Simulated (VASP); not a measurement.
Input of a VASP 6.6.1 run:

Contents of INCAR:

```
PREC = Accurate
ENCUT = 520
EDIFF = 1E-7
ISMEAR = -1
SIGMA = 0.05
LREAL = False
LASPH = True
NELM = 100
ALGO = Normal
ISIF = 2
LWAVE = False
LCHARG = False
GGA = CA
NBANDS = 10
```

Contents of KPOINTS:

```
Automatic mesh
0
Gamma
  13 13 13
```

File POSCAR:

```
I
1.0
    3.2040229366      0.0000000000      0.0000000000
    0.0000000000      3.2040229366      0.0000000000
    0.0000000000      0.0000000000      3.2040229366
I
1
Direct
    0.0000000000      0.0000000000      0.0000000000
```

Potentials or basis: VASP PAW LDA potentials, release 64 (I).

Command:

```console
$ cat potpaw_LDA.64/I/POTCAR > POTCAR
$ mpirun -np 1 vasp_std > vasp.out
```

Task: Estimate the pressure.

Result: 6.1 GPa.

Task: Predict the band gap on the k mesh.

Result: Zero (an odd number of electrons rules out a gap without spin polarisation).

Caveat: the cell stands under pressure; spin-orbit coupling is left out, which moves the levels of the heavy elements; an odd number of electrons without spin polarisation forces a metal; a magnetic or distorted state may lie lower.
